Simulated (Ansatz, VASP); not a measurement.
**GaSb in VASP and in Ansatz**

```
Ga Sb
1.0
     0.00000    3.04371    3.05900
     3.05900    0.00000    3.05900
     3.05900    3.04371    0.00000
Ga Sb
1 1
Direct
  0.00000 0.00000 0.00000
  0.75000 0.75000 0.75000
```

Change from the starting cell: strain -0.0050 x Voigt [0, 1, 0, 0, 0, 0], atoms carried along.

Alike in both runs: task single point; functional PBE; k mesh 14 × 14 × 14; occupations gaussian, width 0.15 eV; no spin polarisation.

```csv
,VASP,Ansatz
version,VASP 6.6.1,Ansatz 0.2.0
potentials or method,"VASP PAW PBE potentials, release 64 (Ga_d, Sb), cutoff 520 eV","scalar-relativistic, plane waves, PAW"
valence electrons in the cell,18,28
```

Ansatz gave:

```
gap on the k mesh at the Fermi level (eV)                     : none
pressure (GPa)                                                : 2.6
traceless stress, the component that is largest in VASP (GPa) : 0.14
```

**Question.** Estimate VASP's values.

**Answer.** gap on the k mesh at the Fermi level (eV): none; pressure (GPa): 2.7; traceless stress, the component that is largest in VASP (GPa): 0.14.

A gap of «none» marks a metal or a gap that the smearing closes. VASP's potentials hold 18 valence electrons a cell and Ansatz's 28, so a difference there can come from the potentials and not from the codes.

Neither program's run includes spin-orbit coupling.
